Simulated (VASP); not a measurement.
Input of a VASP 6.6.1 run:

Contents of INCAR:

```
PREC = Accurate
ENCUT = 520
EDIFF = 1E-7
ISMEAR = 0
SIGMA = 0.01
LREAL = Auto
LASPH = T
NELM = 60
ALGO = Normal
ISIF = 2
LWAVE = F
LCHARG = F
GGA = PE
NBANDS = 206
```

File KPOINTS:

```
Automatic mesh
0
Gamma
  2 2 2
  0.5 0.5 0.5
```

The input POSCAR:

```
HfO2
1.0
    7.2086095853      0.0000000000     -5.2639670990
    0.0000000000      7.2086095853      5.2639670990
    0.0000000000     -7.2086095853      5.2639670990
Hf O
16 32
Direct
    0.2500000000      0.7500000000      0.0000000000
    0.2500000000      0.5000000000      0.2500000000
    0.2500000000      0.0000000000      0.7500000000
    0.2500000000      0.2500000000      0.5000000000
    0.7500000000      0.5000000000      0.7500000000
    0.7500000000      0.7500000000      0.5000000000
    0.7500000000      0.2500000000      0.0000000000
    0.7500000000      0.0000000000      0.2500000000
    0.0000000000      0.2500000000      0.7500000000
    0.0000000000      0.0000000000      0.0000000000
    0.0000000000      0.5000000000      0.5000000000
    0.0000000000      0.7500000000      0.2500000000
    0.5000000000      0.0000000000      0.5000000000
    0.5000000000      0.2500000000      0.2500000000
    0.5000000000      0.7500000000      0.7500000000
    0.5000000000      0.5000000000      0.0000000000
    0.5000000000      0.9716260568      0.2216260568
    0.5000000000      0.7216260568      0.4716260568
    0.5000000000      0.2216260568      0.9716260568
    0.5000000000      0.4716260568      0.7216260568
    0.0000000000      0.7216260568      0.9716260568
    0.0000000000      0.9716260568      0.7216260568
    0.0000000000      0.4716260568      0.2216260568
    0.0000000000      0.2216260568      0.4716260568
    0.2500000000      0.7783739432      0.2783739432
    0.2500000000      0.5283739432      0.5283739432
    0.2500000000      0.0283739432      0.0283739432
    0.2500000000      0.2783739432      0.7783739432
    0.7500000000      0.5283739432      0.0283739432
    0.7500000000      0.7783739432      0.7783739432
    0.7500000000      0.2783739432      0.2783739432
    0.7500000000      0.0283739432      0.5283739432
    0.2500000000      0.7783739432      0.7783739432
    0.2500000000      0.5283739432      0.0283739432
    0.2500000000      0.0283739432      0.5283739432
    0.2500000000      0.2783739432      0.2783739432
    0.7500000000      0.5283739432      0.5283739432
    0.7500000000      0.7783739432      0.2783739432
    0.7500000000      0.2783739432      0.7783739432
    0.7500000000      0.0283739432      0.0283739432
    0.5000000000      0.7216260568      0.9716260568
    0.5000000000      0.4716260568      0.2216260568
    0.5000000000      0.9716260568      0.7216260568
    0.5000000000      0.2216260568      0.4716260568
    0.0000000000      0.4716260568      0.7216260568
    0.0000000000      0.7216260568      0.4716260568
    0.0000000000      0.2216260568      0.9716260568
    0.0000000000      0.9716260568      0.2216260568
```

Potentials or basis: VASP PAW PBE potentials, release 64 (Hf_pv, O).

Command:

```console
$ cat potpaw_PBE.64/Hf_pv/POTCAR potpaw_PBE.64/O/POTCAR > POTCAR
$ mpirun -np 1 vasp_std > vasp.out
```

(1) What does it give for the band gap on the k mesh?

(2) What does it give for the pressure?

(3) Estimate the largest force.

## Answers

(1) 4.86 eV.

(2) -3.1 GPa.

(3) 0.051 eV/Å.

Caveat: the cell stands under tension; spin-orbit coupling is left out, which moves the levels of the heavy elements; a shifted mesh leaves out Γ, where band edges can lie.
